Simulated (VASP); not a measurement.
Al, 1 atom in the cell. It takes space group Im-3m (No. 229, cubic). The conventional cell has a = 3.182 Å, b = 3.182 Å, c = 3.182 Å, α = 90.00°, β = 90.00°, γ = 90.00°. Al (site symmetry m-3m) has 14 Al at 2.76 to 3.18 Å within 3.6 Å. This isn't the form of Al at room conditions, which is fcc.

| Quantity | Value |
| --- | --- |
| Program | VASP 6.6.1 |
| Task | single point |
| Functional | r2SCAN |
| Potentials or basis | VASP PAW PBE potentials, release 64 (Al) |
| Cutoff | 550 eV |
| k mesh | 8 × 8 × 8 |
| Occupations | fermi-dirac, width 0.15 eV |
| Spin | no spin polarisation |
| Dipole correction | no |
| Further INCAR settings | ALGO = Normal; EDIFF = 1e-06; NBANDS = 8 |

Potentials or basis: VASP PAW PBE potentials, release 64 (Al).

Run with:

```console
$ cat potpaw_PBE.64/Al/POTCAR > POTCAR
$ cp INCAR.step1 INCAR
$ mpirun -np 1 vasp_std > vasp.out
$ cp INCAR.step2 INCAR
$ mpirun -np 1 vasp_std > vasp.out
```

Hardware: 1 thread of Intel(R) Xeon(R) Platinum 8259CL CPU @ 2.50GHz (Skylake/Cascade Lake), on a shared host.

Q: Estimate the wall time of this run.

A: Wall time 19 s on 1 thread of Intel(R) Xeon(R) Platinum 8259CL CPU @ 2.50GHz (Skylake/Cascade Lake) (shared host), peak memory 0.13 GiB. Counts: k points 29.
